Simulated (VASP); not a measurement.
# CdTe in VASP: single point with PBE

Aim: the single point of CdTe with PBE.

Program: VASP 6.6.1. These are calculated values, not measurements. Logs are shortened: lines on timing, memory, paths and dates and some standing lists are left out, and cuts for length are marked.

### 1 The cell of the first run

The cell holds a slab with vacuum, 12 atoms: a = 9.358 Å, b = 6.617 Å, c = 20.679 Å, α = 90.00°, β = 90.00°, γ = 90.00°.

### 2 Single point, PBE

INCAR

```
SYSTEM = CdTe
  PREC = Accurate
  ENCUT = 520
  EDIFF = 1E-7
  ISMEAR = 0
  SIGMA = 0.05
  LREAL = .False.
  LASPH = .True.
  NELM = 80
  ALGO = Normal
  ISIF = 2
  LWAVE = .False.
  LCHARG = .True.
  LDIPOL = .True.
  IDIPOL = 3
  DIPOL = 0.5 0.5 0.496
  GGA = PE
  LELF = .True.
  LVHAR = .True.
  LVACPOTAV = .True.
  NBANDS = 66
```

KPOINTS

```
Automatic mesh
0
Gamma
  2 3 1
  0 0 0
```

POSCAR

```
CdTe
1.0
    9.3583791606      0.0000000000      0.0000000000
    0.0000000000      6.6173733654      0.0000000000
    0.0000000000      0.0000000000     20.6791895803
Cd Te
6 6
Direct
    0.2500000000      0.5000000000      0.3868623559
    0.7500000000      0.5000000000      0.3868623559
    0.5000000000      0.0509734086      0.5091701905
    0.0000000000      0.0509734086      0.5091701905
    0.7500000000      0.4747701235      0.5798260154
    0.2500000000      0.4747701235      0.5798260154
    0.5000000000      0.2500000000      0.3868623559
    0.0000000000      0.2500000000      0.3868623559
    0.7500000000      0.7966127080      0.4897422534
    0.2500000000      0.7966127080      0.4897422534
    0.0000000000      0.2816062155      0.6240301030
    0.5000000000      0.2816062155      0.6240301030
```

Potentials or basis: VASP PAW PBE potentials, release 64 (Cd, Te).

The run is started by

```sh
$ cat potpaw_PBE.64/Cd/POTCAR potpaw_PBE.64/Te/POTCAR > POTCAR
$ mpirun -np 1 vasp_std > vasp.out
```

OUTCAR:

```text
SYSTEM = CdTe
   PREC = Accurate
   ENCUT = 520
   EDIFF = 1E-7
   ISMEAR = 0
   LREAL = .False.
   LASPH = .True.
   NELM = 80
   ISIF = 2
   GGA = PE

 ion  position               nearest neighbor table
   1  0.250  0.500  0.387-   7 2.87   8 2.87  10 2.89
   2  0.750  0.500  0.387-   7 2.87   8 2.87   9 2.89
   3  0.500  0.051  0.509-  12 2.82   7 2.85  10 2.91   9 2.91
   4  0.000  0.051  0.509-  11 2.82   8 2.85  10 2.91   9 2.91
   5  0.750  0.475  0.580-  11 2.82  12 2.82   9 2.83
   6  0.250  0.475  0.580-  11 2.82  12 2.82  10 2.83
   7  0.500  0.250  0.387-   3 2.85   2 2.87   1 2.87
   8  0.000  0.250  0.387-   4 2.85   2 2.87   1 2.87
   9  0.750  0.797  0.490-   5 2.83   2 2.89   4 2.91   3 2.91
  10  0.250  0.797  0.490-   6 2.83   1 2.89   4 2.91   3 2.91
  11  0.000  0.282  0.624-   5 2.82   6 2.82   4 2.82
  12  0.500  0.282  0.624-   5 2.82   6 2.82   3 2.82
[... 8 lines left out ...]
 A1 = (   0.0000000000,  -6.6173733654,   0.0000000000)
 A2 = (   9.3583791606,   0.0000000000,   0.0000000000)
 A3 = (   0.0000000000,   0.0000000000,  20.6791895803)

Analysis of symmetry for initial positions (statically):
=====================================================================
 Subroutine PRICEL returns following result:

  LATTYP: Found a simple orthorhombic cell.
 ALAT       =     4.6791895803
 B/A-ratio  =     1.4142135624
 C/A-ratio  =     4.4193955439

  Lattice vectors:

 A1 = (   4.6791895803,   0.0000000000,   0.0000000000)
 A2 = (   0.0000000000,   6.6173733654,   0.0000000000)
 A3 = (   0.0000000000,   0.0000000000,  20.6791895803)

   2 primitive cells build up your supercell.

 Routine SETGRP: Setting up the symmetry group for a
 simple orthorhombic supercell.

 Subroutine GETGRP returns: Found  2 space group operations
 (whereof  2 operations were pure point group operations)
 out of a pool of  8 trial point group operations.

The static configuration has the point symmetry C_1h.

Analysis of symmetry for dynamics (positions and initial velocities):
=====================================================================
 Subroutine PRICEL returns following result:

  LATTYP: Found a simple orthorhombic cell.
 ALAT       =     4.6791895803
 B/A-ratio  =     1.4142135624
 C/A-ratio  =     4.4193955439

  Lattice vectors:

 A1 = (   4.6791895803,   0.0000000000,   0.0000000000)
 A2 = (   0.0000000000,   6.6173733654,   0.0000000000)
 A3 = (   0.0000000000,   0.0000000000,  20.6791895803)

[... 112 lines left out ...]
   EFERMI_NEDOS =   21; number of points for ismear=-14 and -15
   IALGO  =     38    algorithm
   IMIX   =      4    mixing-type and parameters
     AMIX     =   0.40;   BMIX     =  1.00
     AMIX_MAG =   1.60;   BMIX_MAG =  1.00
  volume/ion in A,a.u.               =     106.72       720.17
  Fermi-wavevector in a.u.,A,eV,Ry     =   0.717920  1.356672  7.012570  0.515409
  Thomas-Fermi vector in A             =   1.806725
   LORBIT       =      0    0 simple, 1 ext, 2 COOP (PROOUT), +10 PAW based schemes
   GGA     = PE    functional components
   LHFCALC =     F    Hartree Fock is set to
   AEXX    =    0.0000 exact exchange contribution
   IVDW    =     0    specifies the selected vdW correction
   LEPSILON=     F    determine dielectric tensor
   LRPA    =     F    only Hartree local field effects (RPA)
 non-spin polarized calculation
 Gauss-broadening in eV      SIGMA  =   0.05
  energy-cutoff  :      520.00
  volume of cell :     1280.62
 maximum number of plane-waves:     34582
 NGX is ok and might be reduce to    70
   NGX = 35   NGY = 25   NGZ = 77

 dipolmoment           0.000000      0.000000     -0.000007 electrons x Angstroem

 number of electron     108.0000016 magnetization

 dipolmoment           0.000000      0.000000      0.116289 electrons x Angstroem

 Free energy of the ion-electron system (eV)
  ---------------------------------------------------
  ext. energy  EPLUGINS =         0.00000000
  ---------------------------------------------------
  free energy    TOTEN  =       -26.58240145 eV

  energy without entropy =      -26.58240145  energy(sigma->0) =      -26.58240145

 E-fermi :  -2.5031     XC(G=0):  -3.4136

 val. band max:       -2.7715610368   @ k =   0.0000   0.0000   0.0000
 cond. band min:      -1.6449969113   @ k =   0.0000   0.0000   0.0000
 fundamental gap:      1.1265641255
 Fermi energy:        -2.5030876080

 k-point     1 :       0.0000    0.0000    0.0000
  band No.  band energies     occupation
      1     -13.4158      2.00000
      2     -13.2258      2.00000
      3     -13.0118      2.00000
      4     -12.9504      2.00000
      5     -12.8294      2.00000
      6     -12.7537      2.00000
[... 265 lines left out ...]
     65       2.0534      0.00000
     66       2.0534      0.00000

------------------------ aborting loop because EDIFF is reached ----------------------------------------

  FORCE on cell =-STRESS in cart. coord.  units (eV):
  Direction    XX          YY          ZZ          XY          YZ          ZX
  --------------------------------------------------------------------------------------
  -------------------------------------------------------------------------------------
  Total       -3.4021104     -2.6045877      0.2173016      0.0000000     -0.0007920      0.0000000
  in kB       -4.2563682     -3.2585904      0.2718653      0.0000000     -0.0009908      0.0000000
  external PRESSURE =      -2.4143644 kB  Pullay stress =       0.0000000 kB

 VOLUME and BASIS-vectors are now :
 -----------------------------------------------------------------------------
  energy-cutoff  :      520.00
  volume of cell :     1280.62
      direct lattice vectors                 reciprocal lattice vectors
     9.358379161  0.000000000  0.000000000     0.106856111  0.000000000  0.000000000
     0.000000000  6.617373365  0.000000000     0.000000000  0.151117361  0.000000000
     0.000000000  0.000000000 20.679189580     0.000000000  0.000000000  0.048357794

 POSITION                                       TOTAL-FORCE (eV/Angst)
 -----------------------------------------------------------------------------------
      2.33959      3.30869      8.00000        -0.000000     -0.498711      0.593692
      7.01878      3.30869      8.00000         0.000000     -0.498711      0.593692
      4.67919      0.33731     10.52923         0.000000     -0.010146      0.007660
      0.00000      0.33731     10.52923         0.000000     -0.010146      0.007660
      7.01878      3.14173     11.99033         0.000000      0.012421     -0.001648
      2.33959      3.14173     11.99033        -0.000000      0.012421     -0.001648
      4.67919      1.65434      8.00000         0.000000      0.496358     -0.621497
      0.00000      1.65434      8.00000         0.000000      0.496358     -0.621497
      7.01878      5.27148     10.12747         0.000000      0.008852      0.000533
      2.33959      5.27148     10.12747         0.000000      0.008852      0.000533
      0.00000      1.86349     12.90444         0.000000     -0.008774      0.021260
      4.67919      1.86349     12.90444         0.000000     -0.008774      0.021260
 -----------------------------------------------------------------------------------
    total drift:                                0.000000      0.000191     -0.000403

  FREE ENERGIE OF THE ION-ELECTRON SYSTEM (eV)
  ---------------------------------------------------
  free  energy   TOTEN  =       -26.5824014463 eV

  energy  without entropy=      -26.5824014463  energy(sigma->0) =      -26.58240145

 vacuum level on the upper side and lower side of the slab         2.516         2.177
```

OSZICAR:

```text
N       E                     dE             d eps       ncg     rms          rms(c)
DAV:   1     0.822459465908E+03    0.82246E+03   -0.37112E+04   528   0.121E+03
DAV:   2     0.516659494253E+02   -0.77079E+03   -0.74881E+03   668   0.270E+02
DAV:   3    -0.263706804653E+02   -0.78037E+02   -0.77542E+02   590   0.923E+01
[... 20 lines left out ...]
DAV:  24    -0.265824002998E+02   -0.83329E-06   -0.26107E-09   378   0.262E-04    0.140E-04
DAV:  25    -0.265824010460E+02   -0.74616E-06   -0.81106E-09   370   0.261E-04    0.105E-04
DAV:  26    -0.265824012200E+02   -0.17394E-06    0.34735E-09   358   0.836E-05    0.130E-04
DAV:  27    -0.265824013801E+02   -0.16012E-06    0.37732E-09   340   0.968E-05    0.634E-05
DAV:  28    -0.265824014463E+02   -0.66184E-07    0.42813E-09   374   0.516E-05
   1 F= -.26582401E+02 E0= -.26582401E+02  d E =-.141585E-14
```

stdout:

```text
POSCAR found type information on POSCAR CdTe
 POSCAR found :  2 types and      12 ions
 scaLAPACK will be used
 LDA part: xc-table for (Slater+PW92), standard interpolation
 POSCAR, INCAR and KPOINTS ok, starting setup
 FFT: planning ... GRIDC
 FFT: planning ... GRID_SOFT
 FFT: planning ... GRID
 WAVECAR not read
 entering main loop
 -----------------------------------------------------------------------------
|                                                                             |
|           W    W    AA    RRRRR   N    N  II  N    N   GGGG   !!!           |
|           W    W   A  A   R    R  NN   N  II  NN   N  G    G  !!!           |
|           W    W  A    A  R    R  N N  N  II  N N  N  G       !!!           |
|           W WW W  AAAAAA  RRRRR   N  N N  II  N  N N  G  GGG   !            |
|           WW  WW  A    A  R   R   N   NN  II  N   NN  G    G                |
|           W    W  A    A  R    R  N    N  II  N    N   GGGG   !!!           |
|                                                                             |
|     Did not find any points to average over, which means that no vacuum     |
|     field-free region was found. Please increase the size of  your cell     |
|     in the dimension of the dipole correction to obtain accurate            |
|     workfunction values.                                                    |
|                                                                             |
 -----------------------------------------------------------------------------
```

Wall time 27 min (1 thread of AMD EPYC 7R13, shared host); peak memory 1.1 GiB.

What came out:

```yaml
Free_energy: -26.5824 eV
Largest_force: 0.795 eV/Å
Band_gap_on_the_k_mesh: 1.13 eV
```

Forces on the atoms (eV/Å):
```
Cd   0.000 -0.499  0.594
Cd   0.000 -0.499  0.594
Cd   0.000 -0.010  0.008
Cd   0.000 -0.010  0.008
Cd   0.000  0.012 -0.002
Cd   0.000  0.012 -0.002
Te   0.000  0.496 -0.621
Te   0.000  0.496 -0.621
Te   0.000  0.009  0.001
Te   0.000  0.009  0.001
Te   0.000 -0.009  0.021
Te   0.000 -0.009  0.021
```

Levels at points of the mesh, in eV from the valence-band top:
```csv
k point,band 52,band 53,band 54,band 55,band 56,band 57
"(0.00, 0.00, 0.00)",-0.46,-0.40,0.00,1.13,1.83,2.27
"(0.50, 0.00, 0.00)",-0.63,-0.42,-0.42,1.84,1.84,2.73
```

Caveat: spin-orbit coupling is left out, which moves the levels of the heavy elements.
